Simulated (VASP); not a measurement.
Wanted: the native input for a VASP 6.6.1 run.

| Property | Result |
| --- | --- |
| Task | single point |
| Functional | PBEsol |
| Potentials or basis | VASP PAW PBE potentials, release 64 (Co, W_sv) |
| Cutoff | 520 eV |
| k mesh | 12 × 12 × 6 |
| Occupations | gaussian, width 0.15 eV |
| Spin | no spin polarisation |
| Dipole correction | no |
| Further INCAR settings | ALGO = Fast; EDIFF = 1e-06; NBANDS = 61 |

The structure of CoW3 lies in POSCAR:

```
CoW3
1.0
    3.8582449768      0.0000000000      0.0000000000
    0.0000000000      3.8582449768      0.0000000000
    0.0000000000      0.0000000000      7.7164899537
Co W
2 6
Direct
    0.0000000000      0.0000000000      0.5000000000
    0.0000000000      0.0000000000      0.0000000000
    0.0000000000      0.5777555603      0.2500000000
    0.0000000000      0.4222444397      0.7500000000
    0.5000000000      0.0725928305      0.2500000000
    0.5000000000     -0.0725928305      0.7500000000
    0.5000000000      0.5000000000      0.5000000000
    0.5000000000      0.5000000000      0.0000000000
```

This cell differs from its parent crystal: atoms displaced along a vibrational mode.

The input as run:

INCAR

```
PREC = Accurate ; ENCUT = 520
EDIFF = 1E-6 ; ISMEAR = 0
SIGMA = 0.15 ; LREAL = F
LASPH = T ; NELM = 60
ALGO = Fast ; ISIF = 2
LWAVE = F ; LCHARG = T
GGA = PS ; LELF = T
LVHAR = T ; NBANDS = 61
```

KPOINTS

```
Automatic mesh
0
Gamma
  12 12 6
```

Potentials or basis: VASP PAW PBE potentials, release 64 (Co, W_sv).

Launch:

```bash
$ cat potpaw_PBE.64/Co/POTCAR potpaw_PBE.64/W_sv/POTCAR > POTCAR
$ mpirun -np 1 vasp_std > vasp.out
```

Results of the run:

| Property | Result |
| --- | --- |
| Pressure | 5.3 GPa |
| Largest force | 1.894 eV/Å |
| Band gap on the k mesh | zero (bands 51 and 52 overlap by 1.51 eV) |

Caveat: the cell differs from its parent crystal (atoms displaced along a vibrational mode); the cell stands under pressure; the PAW data sets were made with another functional, which shifts forces and pressure a little; spin-orbit coupling is left out, which moves the levels of the heavy elements; the run has no spin polarisation, though such a crystal can be magnetic.

Wall time 72 min on 1 thread of Oxide Virtual Turin-like Processor (shared host), peak memory 0.94 GiB.
